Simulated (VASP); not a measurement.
Wanted: the native input for a VASP 6.6.1 run.

```
Task                   : single point
Functional             : r2SCAN
Potentials or basis    : VASP PAW PBE potentials, release 64 (Ta_pv, N)
Cutoff                 : 520 eV
k mesh                 : 15 × 15 × 15
Occupations            : fermi-dirac, width 0.05 eV
Spin                   : no spin polarisation
Dipole correction      : no
Further INCAR settings : ALGO = Normal; EDIFF = 1e-06; NBANDS = 15
```

Crystal: TaN (rocksalt type).

```
CELL_PARAMETERS angstrom
0.00000 2.02332 2.02332
2.02332 0.00000 2.02332
2.02332 2.02332 0.00000
ATOMIC_POSITIONS crystal
Ta 0.00000 0.00000 0.00000
N 0.50000 0.50000 0.50000
```

This cell differs from its parent crystal: volume scaled by 0.78.

One way to write it, as run:

POSCAR

```
TaN
1.0
    0.0000000000      2.0233176238      2.0233176238
    2.0233176238      0.0000000000      2.0233176238
    2.0233176238      2.0233176238      0.0000000000
Ta N
1 1
Direct
    0.0000000000      0.0000000000      0.0000000000
    0.5000000000      0.5000000000      0.5000000000
```

INCAR.step1

```
ALGO = Normal
EDIFF = 1E-4
ENCUT = 520
GGA = PE
ISMEAR = -1
LASPH = T
LCHARG = F
LREAL = F
LWAVE = T
NBANDS = 15
NELM = 100
PREC = Accurate
SIGMA = 0.05
```

INCAR.step2

```
ALGO = Normal
EDIFF = 1E-6
ENCUT = 520
ISIF = 2
ISMEAR = -1
ISTART = 1
LASPH = T
LCHARG = T
LELF = T
LMIXTAU = T
LREAL = F
LVHAR = T
LWAVE = F
METAGGA = R2SCAN
NBANDS = 15
NELM = 100
PREC = Accurate
SIGMA = 0.05
```

KPOINTS

```
k-points
0
Gamma
  15 15 15
```

Potentials or basis: VASP PAW PBE potentials, release 64 (Ta_pv, N).

The run is started by

```bash
$ cat potpaw_PBE.64/Ta_pv/POTCAR potpaw_PBE.64/N/POTCAR > POTCAR
$ cp INCAR.step1 INCAR
$ mpirun -np 1 vasp_std > vasp.out
$ cp INCAR.step2 INCAR
$ mpirun -np 1 vasp_std > vasp.out
```

It gave:

```
Pressure               : 155.1 GPa
Band gap on the k mesh : zero (band 8 reaches 15.37 eV, above the bottom of band 9 at 9.65 eV)
```

Caveat: the PAW data sets were made with another functional, which shifts forces and pressure a little; spin-orbit coupling is left out, which moves the levels of the heavy elements.

Wall time 59 s on 1 thread of Intel Xeon 6975P-C, with other jobs on the host, peak memory 0.17 GiB.
